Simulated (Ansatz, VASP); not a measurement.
## One calculation of MgS, two programs

INCAR

```
ALGO = Normal
EDIFF = 1E-8
ENCUT = 520
GGA = CA
ISIF = 2
ISMEAR = -1
LASPH = True
LCHARG = False
LEFG = True
LREAL = False
LWAVE = False
NBANDS = 11
NELM = 100
PREC = Accurate
SIGMA = 0.05
```

File KPOINTS:

```
k-points
0
Gamma
  13 13 13
```

The input POSCAR:

```
MgS
1.0
    0.0000000000      2.8483745724      2.8483745724
    2.8483745724      0.0000000000      2.8483745724
    2.8483745724      2.8483745724      0.0000000000
Mg S
1 1
Direct
    0.0000000000      0.0000000000      0.0000000000
    0.2500000000      0.2500000000      0.2500000000
```

Input for Ansatz:

```yaml
crystal:
  lattice:
    - [0.0, 2.8483745724, 2.8483745724]
    - [2.8483745724, 0.0, 2.8483745724]
    - [2.8483745724, 2.8483745724, 0.0]
  atoms:
    - { symbol: Mg, position: [0.0, 0.0, 0.0] }
    - { symbol: S, position: [0.25, 0.25, 0.25] }
kpoints:
  mp_grid: { grid: [13, 13, 13] }
  band_path:
    path:
      - [0.0, 0.0, 0.0]
      - [-0.5, -0.5, 0.0]
      - [-0.375, -0.375, 0.25]
      - [-0.375, 0.0, 0.375]
      - [0.0, 0.0, 0.0]
      - [0.0, 0.0, 0.5]
      - [-0.5, -0.25, 0.25]
      - [-0.5, -0.5, 0.0]
    npoints: 5
scf:
  occupations: { method: fermi_dirac, width: 0.05 }
hamiltonian:
  xc: lda
  pseudopotentials: { kind: paw }
output:
  forces: true
  stress: true
  eigenvalues: true
  efg: { contact_densities: true }
```

Alike in both runs: task electric field gradients; functional LDA; k mesh 13 × 13 × 13; occupations fermi-dirac, width 0.05 eV; no spin polarisation.

|  | VASP | Ansatz |
| --- | --- | --- |
| version | VASP 6.6.1 | Ansatz 0.2.0 |
| potentials or method | VASP PAW LDA potentials, release 64 (Mg, S) | PAW with Ansatz's default frozen-core files, scalar-relativistic |
| plane-wave cutoff (eV) | 520 | 420 |
| valence electrons in the cell | 8 | 16 |

Ansatz gave:

* gap on the k mesh at the Fermi level (eV): 3.09
* pressure (GPa): -3.0

Task: Estimate VASP's values.

Result: gap on the k mesh at the Fermi level (eV): 3.10; pressure (GPa): -3.3.

LDA's correlation is that of Perdew and Zunger in VASP and of Perdew and Wang (1992) in Ansatz. VASP's potentials hold 8 valence electrons a cell and Ansatz's 16, so a difference there can come from the potentials and not from the codes.
